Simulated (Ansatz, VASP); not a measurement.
# MoSe in VASP and in Ansatz

```
CELL_PARAMETERS angstrom
3.53123 0.00000 0.00000
0.00000 3.53123 0.00000
0.00000 0.00000 3.53123
ATOMIC_POSITIONS crystal
Mo 0.00000 0.00000 0.00000
Se 0.50000 0.50000 0.50000
```

Alike in both runs: task single point; functional r2SCAN; k mesh 12 × 12 × 12; occupations gaussian, width 0.1 eV; collinear spin; Hubbard terms Mo d U = 4.38 eV.

|  | VASP | Ansatz |
| --- | --- | --- |
| version | VASP 6.6.1 | Ansatz 0.2.0 |
| potentials or method | VASP PAW PBE potentials, release 64 (Mo_sv, Se), cutoff 520 eV | scalar-relativistic, plane waves, PAW |
| valence electrons in the cell | 20 | 30 |

```csv
,VASP,Ansatz,Ansatz less VASP
gap on the k mesh at the Fermi level (eV),none,none,-
pressure (GPa),-2.4,0.0,+2.47
net moment per atom (μB),2.00,2.00,0.000
size of the moment on the site where the two differ most (μB),0.28,0.44,+0.162
```

VASP's potentials were made for PBE, not for r2SCAN. Site moments also hang on the region over which each program counts them. The programs project onto different local orbitals, so the same U acts differently, and such runs can settle in different states. A gap of «none» marks a metal or a gap that the smearing closes. VASP's potentials hold 20 valence electrons a cell and Ansatz's 30, so a difference there can come from the potentials and not from the codes. Ansatz's warnings: filled band counts differ across k points, stability check not made.
